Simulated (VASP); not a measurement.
## Si3As2: single point with PBE

Crystal: Si3As2.

```xyz
5
Lattice="4.7198 0.0000 0.0000 0.0000 4.7198 0.0000 0.0000 0.0000 4.7198" Properties=species:S:1:pos:R:3 pbc="T T T"
Si    0.0000    2.3599    2.3599
Si    2.3599    0.0000    2.3599
Si    2.3599    2.3599    0.0000
As    0.0000    0.0000    0.0000
As    2.3599    2.3599    2.3599
```

- Program: VASP 6.6.1
- Task: single point
- Functional: PBE
- Potentials or basis: VASP PAW PBE potentials, release 64 (Si, As)
- Cutoff: 520 eV
- k mesh: 4 × 4 × 4
- Occupations: gaussian, width 0.1 eV
- Spin: no spin polarisation

```
Pressure               : 1.2 GPa
Band gap on the k mesh : zero (band 11 reaches 7.44 eV, above the bottom of band 12 at 4.88 eV)
```

Levels at points of the mesh, in eV from the Fermi level:
```tsv
k point	band 8	band 9	band 10	band 11	band 12	band 13	band 14	band 15
(0.00, 0.00, 0.00)	-3.51	-1.33	-1.33	-1.33	1.30	1.30	1.30	3.48
(0.50, 0.00, 0.00)	-2.38	-2.38	-0.37	0.21	0.85	1.23	1.23	1.89
(0.50, 0.50, 0.00)	-2.02	-2.02	-1.05	-0.77	-0.77	1.29	1.29	1.35
(0.50, 0.50, 0.50)	-4.52	1.49	1.49	1.79	1.79	1.79	2.73	2.73
```

It took 43 s on 1 thread of Intel Xeon 8259CL, on a shared host, peak memory 0.2 GiB.
